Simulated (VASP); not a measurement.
# SnO2 (P1) in VASP: single point with r2SCAN

Aim: the single point of SnO2 with r2SCAN.

All numbers are computed with VASP 6.6.1; they aren't measurements. Logs are shortened: lines on timing, memory, paths and dates and some standing lists are left out, and cuts for length are marked.

### 1 The cell of the first run

The typed cell holds 6 atoms: a = 4.701 Å, b = 4.923 Å, c = 3.265 Å, α = 93.33°, β = 94.85°, γ = 91.08°.

### 2 Single point, r2SCAN (atoms moved at random and the cell strained at random)

POSCAR

```
SnO2
1.0
    4.6962734473     -0.0484399271     -0.2029980138
   -0.0484399271      4.9210920997     -0.1431175708
   -0.1364871453     -0.0962261075      3.2610434897
Sn O
2 4
Direct
   -0.0460895224      0.0262605410     -0.0458600075
    0.4763196748      0.4542642142      0.4916895249
    0.3515241076      0.2681156873      0.0149601358
    0.2008555815      0.8567193159      0.5738810434
    0.7122607741      0.6824765611      0.0587616469
    0.8051293842      0.2121636805      0.4065676565
```

INCAR.step1

```
PREC = Accurate
ENCUT = 520
ISMEAR = 0
SIGMA = 0.05
LREAL = False
LASPH = True
NELM = 100
NBANDS = 35
GGA = PE
ALGO = Normal
EDIFF = 1E-4
LWAVE = True
LCHARG = False
```

INCAR.step2

```
PREC = Accurate
ENCUT = 520
EDIFF = 1E-7
ISMEAR = 0
SIGMA = 0.05
LREAL = False
LASPH = True
NELM = 100
ALGO = Normal
ISIF = 2
LWAVE = False
LCHARG = False
METAGGA = R2SCAN
LMIXTAU = True
NBANDS = 35
ISTART = 1
```

KPOINTS

```
Automatic mesh
0
Gamma
  6 6 8
```

Potentials or basis: VASP PAW PBE potentials, release 64 (Sn_d, O).

Launch:

```
$ cat potpaw_PBE.64/Sn_d/POTCAR potpaw_PBE.64/O/POTCAR > POTCAR
$ cp INCAR.step1 INCAR
$ mpirun -np 1 vasp_std > vasp.out
$ cp INCAR.step2 INCAR
$ mpirun -np 1 vasp_std > vasp.out
```

OUTCAR:

```text
PREC = Accurate
   ENCUT = 520
   EDIFF = 1E-7
   ISMEAR = 0
   LREAL = False
   LASPH = True
   NELM = 100
   ISIF = 2
   METAGGA = R2SCAN
   ISTART = 1

 ion  position               nearest neighbor table
   1  0.954  0.026  0.954-   6 1.88   4 1.94   5 2.08   6 2.13   3 2.19   4 2.44   2 3.43   2 3.49
                             2 3.60   2 3.68   2 3.73
   2  0.476  0.454  0.492-   3 1.81   6 2.00   3 2.11   5 2.21   5 2.30   4 2.40   1 3.43   1 3.49
                             1 3.60   1 3.68   1 3.73
   3  0.352  0.268  0.015-   2 1.81   2 2.11   1 2.19
   4  0.201  0.857  0.574-   1 1.94   2 2.40   1 2.44
   5  0.712  0.682  0.059-   1 2.08   2 2.21   2 2.30
   6  0.805  0.212  0.407-   1 1.88   2 2.00   1 2.13

  LATTYP: Found a triclinic cell.
 ALAT       =    11.3406205894
 B/A-ratio  =     0.5243286610
 C/A-ratio  =     1.0701919027
 COS(alpha) =     0.0065029929
 COS(beta)  =     0.4742435141
 COS(gamma) =     0.8786567950

  Lattice vectors:

 A1 = (  -9.4805941128,  -4.9204383530,   3.8101570881)
 A2 = (  -4.8327605926,  -0.0477861804,   3.4640415035)
 A3 = (  -4.3264193025,  -9.6012920573,  -6.0328538240)

Analysis of symmetry for initial positions (statically):
=====================================================================
 Subroutine PRICEL returns:
 Original cell was already a primitive cell.

 Routine SETGRP: Setting up the symmetry group for a
 triclinic supercell.

 Subroutine GETGRP returns: Found  1 space group operations
 (whereof  1 operations were pure point group operations)
 out of a pool of  2 trial point group operations.

The static configuration has the point symmetry C_1 .

Analysis of symmetry for dynamics (positions and initial velocities):
=====================================================================
 Subroutine PRICEL returns:
 Original cell was already a primitive cell.

 Routine SETGRP: Setting up the symmetry group for a
 triclinic supercell.

 Subroutine GETGRP returns: Found  1 space group operations
 (whereof  1 operations were pure point group operations)
 out of a pool of  2 trial point group operations.

The dynamic configuration has the point symmetry C_1 .

 Subroutine INISYM returns: Found  1 space group operations
 (whereof  1 operations are pure point group operations),
 and found     1 'primitive' translations

----------------------------------------------------------------------------------------

                                     Primitive cell

  volume of cell :      75.1547

  direct lattice vectors                    reciprocal lattice vectors
     4.696273447 -0.048439927 -0.202998014     0.213348141  0.002361773  0.008999127
    -0.048439927  4.921092100 -0.143117571     0.002361773  0.203407605  0.006100953
    -0.136487145 -0.096226108  3.261043490     0.013384446  0.009073978  0.307478254

  length of vectors
     4.700908307  4.923411065  3.265316653     0.213550911  0.203512784  0.307903162

  position of ions in fractional coordinates (direct lattice)
     0.953910478  0.026260541  0.954139992
     0.476319675  0.454264214  0.491689525
     0.351524108  0.268115687  0.014960136
     0.200855582  0.856719316  0.573881043
     0.712260774  0.682476561  0.058761647
     0.805129384  0.212163680  0.406567657

  ion indices of the primitive-cell ions
   primitive index   ion index
                 1           1
                 2           2
                 3           3
                 4           4
                 5           5
                 6           6

----------------------------------------------------------------------------------------

 KPOINTS: Automatic mesh

Automatic generation of k-mesh.
 Grid dimensions read from file:
 generate k-points for:    6    6    8

 Generating k-lattice:

  Cartesian coordinates                     Fractional coordinates (reciprocal lattice)
     0.035558023  0.000393629  0.001499854     0.166666667  0.000000000  0.000000000
     0.000393629  0.033901267  0.001016826     0.000000000  0.166666667  0.000000000
     0.001673056  0.001134247  0.038434782     0.000000000  0.000000000  0.125000000

  Length of vectors
     0.035591818  0.033918797  0.038487895

  Shift w.r.t. Gamma in fractional coordinates (k-lattice)
     0.000000000  0.000000000  0.000000000

 Subroutine IBZKPT returns following result:
 ===========================================

 Found    148 irreducible k-points:

 Following reciprocal coordinates:
            Coordinates               Weight
  0.000000  0.000000  0.000000      1.000000
  0.166667  0.000000 -0.000000      2.000000
  0.333333  0.000000  0.000000      2.000000
  0.500000  0.000000  0.000000      1.000000
 -0.000000  0.166667  0.000000      2.000000
  0.166667  0.166667  0.000000      2.000000
[... 16 lines left out ...]
  0.333333  0.000000  0.125000      2.000000
  0.500000  0.000000  0.125000      2.000000
 [... further k-points ...]
   k-points           NKPTS =    148   k-points in BZ     NKDIM =    148   number of bands    NBANDS=     35
   number of dos      NEDOS =    301   number of ions     NIONS =      6
   total plane-waves  NPLWV =  34560
   dimension x,y,z NGX =    36 NGY =   40 NGZ =   24
   dimension x,y,z NGXF=    72 NGYF=   80 NGZF=   48
   ions per type =               2   4
   NGX,Y,Z   is equivalent  to a cutoff of  12.73, 13.51, 12.22 a.u.
   NGXF,Y,Z  is equivalent  to a cutoff of  25.46, 27.01, 24.44 a.u.
 SYSTEM =  unknown system
   PREC   = accura    normal or accurate (medium, high low for compatibility)
   ISTART =      1    job   : 0-new  1-cont  2-samecut
   ICHARG =      0    charge: 1-file 2-atom 10-const
   ISPIN  =      1    spin polarized calculation?
   LNONCOLLINEAR =      F non collinear calculations
   LSORBIT =      F    spin-orbit coupling
   LASPH  =      T    aspherical Exc in radial PAW
   ENCUT  =  520.0 eV  38.22 Ry    6.18 a.u.   8.74  9.15  6.07*2*pi/ulx,y,z
   NELM   =    100;   NELMIN=  2; NELMDL=  0     # of ELM steps
   EDIFF  = 0.1E-06   stopping-criterion for ELM
   LREAL  =      F    real-space projection
   EDIFFG = 0.1E-05   stopping-criterion for IOM
   NSW    =      0    number of steps for IOM
   IBRION =     -1    ionic relax: 0-MD 1-quasi-New 2-CG
   NFREE  =      0    steps in history (QN), initial steepest desc. (CG)
   ISIF   =      2    stress and relaxation
   ISYM   =      2    0-nonsym 1-usesym 2-fastsym
   POTIM  = 0.5000    time-step for ionic-motion
   TEBEG  =    0.0;   TEEND  =   0.0 temperature during run
   PSTRESS=    0.0 pullay stress
   NELECT =      52.0000    total number of electrons
   NUPDOWN=      -1.0000    fix difference up-down
   EMIN   =  10.00;   EMAX   =-10.00  energy-range for DOS
   EFERMI =   0.00;   METHOD = LEGACY
   ISMEAR =     0;   SIGMA  =   0.05  broadening in eV -4-tet -1-fermi 0-gaus
   EFERMI_NEDOS =   21; number of points for ismear=-14 and -15
   IALGO  =     38    algorithm
   IMIX   =      4    mixing-type and parameters
     AMIX     =   0.40;   BMIX     =  1.00
     AMIX_MAG =   1.60;   BMIX_MAG =  1.00
  volume/ion in A,a.u.               =      12.53        84.53
  Fermi-wavevector in a.u.,A,eV,Ry     =   1.447962  2.736251 28.525891  2.096594
  Thomas-Fermi vector in A             =   2.565857
   LORBIT       =      0    0 simple, 1 ext, 2 COOP (PROOUT), +10 PAW based schemes
   METAGGA = R2SCAN    functional components
   LHFCALC =     F    Hartree Fock is set to
   AEXX    =    0.0000 exact exchange contribution
   IVDW    =     0    specifies the selected vdW correction
   LEPSILON=     F    determine dielectric tensor
   LRPA    =     F    only Hartree local field effects (RPA)
 non-spin polarized calculation
 Gauss-broadening in eV      SIGMA  =   0.05
  energy-cutoff  :      520.00
  volume of cell :       75.15
 maximum number of plane-waves:      2042
   NGX = 17   NGY = 19   NGZ = 13

 number of electron      52.0000010 magnetization

 Free energy of the ion-electron system (eV)
  ---------------------------------------------------
  ext. energy  EPLUGINS =         0.00000000
  ---------------------------------------------------
  free energy    TOTEN  =       -81.40603229 eV

  energy without entropy =      -81.40603229  energy(sigma->0) =      -81.40603229

 E-fermi :   6.0806     XC(G=0): -11.7662

 val. band max:        5.8599718285   @ k =  -0.1667  -0.0000   0.1250
 cond. band min:       6.4551551079   @ k =   0.0000   0.0000   0.0000
 fundamental gap:      0.5951832795
 Fermi energy:         6.0805532291

 k-point     1 :       0.0000    0.0000    0.0000
  band No.  band energies     occupation
      1     -17.0489      2.00000
      2     -16.5872      2.00000
      3     -15.7887      2.00000
      4     -15.6945      2.00000
      5     -15.6181      2.00000
      6     -15.5575      2.00000
[... 27 lines left out ...]
     34      17.6620      0.00000
     35      19.2276      0.00000

 k-point     2 :       0.1667    0.0000   -0.0000
  band No.  band energies     occupation
      1     -17.0316      2.00000
      2     -16.6057      2.00000
      3     -15.7931      2.00000
      4     -15.7003      2.00000
      5     -15.6120      2.00000
      6     -15.5657      2.00000
[... 27 lines left out ...]
     34      17.8118      0.00000
     35      18.9958      0.00000

 k-point     3 :       0.3333    0.0000    0.0000
  band No.  band energies     occupation
      1     -16.9898      2.00000
      2     -16.6516      2.00000
      3     -15.8033      2.00000
      4     -15.7105      2.00000
      5     -15.6001      2.00000
      6     -15.5707      2.00000
[... 27 lines left out ...]
     34      18.2714      0.00000
     35      18.7184      0.00000

 k-point     4 :       0.5000    0.0000    0.0000
  band No.  band energies     occupation
      1     -16.9631      2.00000
      2     -16.6814      2.00000
      3     -15.8089      2.00000
      4     -15.7145      2.00000
      5     -15.5958      2.00000
      6     -15.5647      2.00000
[... 27 lines left out ...]
     34      18.2732      0.00000
     35      19.0075      0.00000

 k-point     5 :      -0.0000    0.1667    0.0000
  band No.  band energies     occupation
      1     -17.0386      2.00000
      2     -16.5859      2.00000
      3     -15.8027      2.00000
      4     -15.7011      2.00000
      5     -15.6108      2.00000
      6     -15.5646      2.00000
[... 638 lines left out ...]
 k-point    22 :       0.1667   -0.0000    0.1250
  band No.  band energies     occupation
      1     -17.0147      2.00000
      2     -16.6342      2.00000
      3     -15.8182      2.00000
      4     -15.6808      2.00000
      5     -15.6380      2.00000
      6     -15.5843      2.00000
[... 27 lines left out ...]
     34      17.8087      0.00000
     35      18.7680      0.00000

 k-point    23 :       0.3333    0.0000    0.1250
  band No.  band energies     occupation
      1     -16.9792      2.00000
      2     -16.6786      2.00000
      3     -15.8224      2.00000
      4     -15.6962      2.00000
      5     -15.6320      2.00000
      6     -15.5887      2.00000
[... 27 lines left out ...]
     34      18.0282      0.00000
     35      18.7892      0.00000

 k-point    24 :       0.5000    0.0000    0.1250
  band No.  band energies     occupation
      1     -16.9574      2.00000
      2     -16.6988      2.00000
      3     -15.8361      2.00000
      4     -15.7115      2.00000
      5     -15.6017      2.00000
      6     -15.5883      2.00000
[... 27 lines left out ...]
     34      17.9477      0.00000
     35      18.7968      0.00000

 [... further k-points ...]

------------------------ aborting loop because EDIFF is reached ----------------------------------------

  FORCE on cell =-STRESS in cart. coord.  units (eV):
  Direction    XX          YY          ZZ          XY          YZ          ZX
  --------------------------------------------------------------------------------------
  -------------------------------------------------------------------------------------
  Total        2.8619704      1.0990298      4.9756007     -0.7686053      7.0677112      3.5057069
  in kB       61.0125742     23.4295354    106.0717507    -16.3854212    150.6721592     74.7359942
  external PRESSURE =      63.5046201 kB  Pullay stress =       0.0000000 kB

 VOLUME and BASIS-vectors are now :
 -----------------------------------------------------------------------------
  energy-cutoff  :      520.00
  volume of cell :       75.15
      direct lattice vectors                 reciprocal lattice vectors
     4.696273447 -0.048439927 -0.202998014     0.213348141  0.002361773  0.008999127
    -0.048439927  4.921092100 -0.143117571     0.002361773  0.203407605  0.006100953
    -0.136487145 -0.096226108  3.261043490     0.013384446  0.009073978  0.307478254

 POSITION                                       TOTAL-FORCE (eV/Angst)
 -----------------------------------------------------------------------------------
      4.34832     -0.00879      2.91409         1.599838     -3.332778     -0.563695
      2.14781      2.16509      1.44172         1.410735      6.686017      5.022457
      1.63582      1.30095     -0.06095        -3.393694     -1.382128     -4.613825
      0.82345      4.15104      1.70807         0.866825     -2.035725     -2.239770
      3.30389      3.31837     -0.05064        -0.935188     -0.635932     -1.490283
      3.71534      0.96595      1.13203         0.451484      0.700546      3.885116
 -----------------------------------------------------------------------------------
    total drift:                                0.002487      0.007974     -0.003359

  FREE ENERGIE OF THE ION-ELECTRON SYSTEM (eV)
  ---------------------------------------------------
  free  energy   TOTEN  =       -81.4060322872 eV

  energy  without entropy=      -81.4060322872  energy(sigma->0) =      -81.40603229
```

Run time: 6.9 min. Hardware: 1 thread of Intel Xeon 6975P-C (Granite Rapids), shared host; peak memory 0.4 GiB.

Results:

* Free energy: -81.4060 eV
* Pressure: 6.4 GPa
* Largest force: 8.480 eV/Å
* Band gap on the k mesh: 0.60 eV (least direct gap 0.66 eV)

Forces on the atoms (eV/Å):
```
Sn   1.600 -3.333 -0.564
Sn   1.411  6.686  5.022
O   -3.394 -1.382 -4.614
O    0.867 -2.036 -2.240
O   -0.935 -0.636 -1.490
O    0.451  0.701  3.885
```

Levels at points of the mesh, in eV from the valence-band top:
```
           k point  band 22  band 23  band 24  band 25  band 26  band 27  band 28  band 29  band 30  band 31
(0.00, 0.00, 0.00)    -1.68    -1.58    -0.99    -0.98    -0.06     0.60     4.17     5.95     7.26     8.66
(0.50, 0.00, 0.00)    -2.10    -1.44    -1.03    -0.83    -0.53     2.89     3.70     6.49     7.03     9.15
(0.00, 0.50, 0.00)    -1.95    -1.89    -1.61    -0.98    -0.31     3.16     3.40     6.43     6.67     8.96
(0.50, 0.50, 0.00)    -2.07    -1.44    -1.20    -1.00    -0.62     3.27     4.25     6.61     6.83     8.97
(0.00, 0.00, 0.50)    -2.67    -2.38    -1.94    -1.13    -0.82     4.61     5.60     7.95     8.18     8.93
(0.50, 0.00, 0.50)    -2.42    -1.68    -1.57    -1.05    -0.13     4.30     6.16     7.09     7.72     9.69
(0.00, 0.50, 0.50)    -2.52    -1.41    -1.28    -0.97    -0.53     4.47     5.82     7.20     7.60     9.12
(0.50, 0.50, 0.50)    -2.47    -2.07    -1.65    -0.87    -0.40     3.82     4.95     6.87     8.11     9.72
```

Caveat: the cell differs from its parent crystal (atoms moved at random and the cell strained at random); the stress differs along the axes, from 2 to 11 GPa; semilocal functionals underestimate gaps, and a narrow one can read as zero; the PAW data sets were made with another functional, which shifts forces and pressure a little; spin-orbit coupling is left out, which moves the levels of the heavy elements.
